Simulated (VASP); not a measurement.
Set up this calculation in VASP 6.6.1, as the native input.

```
Task                   : single point
Functional             : LDA
Potentials or basis    : VASP PAW LDA potentials, release 64 (Pd)
Cutoff                 : 400 eV
k mesh                 : 13 × 13 × 1
Occupations            : fermi-dirac, width 0.05 eV
Spin                   : no spin polarisation
Dipole correction      : yes
Further INCAR settings : ALGO = Normal; EDIFF = 1e-06; NBANDS = 33; NELMDL = -8
```

The structure of Pd lies in POSCAR:

```
Pd
1.0
    2.7154616614      0.0000000000      0.0000000000
    0.0000000000      2.7154616614      0.0000000000
    0.0000000000      0.0000000000     23.6805000000
Pd
5
Direct
    0.0000000000      0.0000000000      0.3396818233
    0.5000000000      0.5000000000      0.4192899297
    0.0000000000      0.0000000000      0.5000000000
    0.5000000000      0.5000000000      0.5807100697
    0.0000000000      0.0000000000      0.6603181772
```

One way to write it, as run:

INCAR

```
ALGO = Normal
DIPOL = 0.5 0.5 0.500
EDIFF = 1E-6
ENCUT = 400
GGA = CA
GGA_COMPAT = False
IDIPOL = 3
ISIF = 2
ISMEAR = -1
LASPH = True
LCHARG = False
LDIPOL = True
LREAL = False
LWAVE = False
NBANDS = 33
NELM = 120
NELMDL = -8
PREC = Accurate
SIGMA = 0.05
```

KPOINTS

```
k-points
0
Gamma
  13 13 1
```

Potentials or basis: VASP PAW LDA potentials, release 64 (Pd).

Run with:

```bash
$ cat potpaw_LDA.64/Pd/POTCAR > POTCAR
$ mpirun -np 1 vasp_std > vasp.out
```

It gave:

```yaml
Largest_force: 0.016 eV/Å
Band_gap_on_the_k_mesh: zero (bands 25 and 26 overlap by 1.02 eV)
```

Wall time 3.7 min on 1 thread of Intel Xeon 8259CL, with other jobs on the host, peak memory 0.23 GiB.
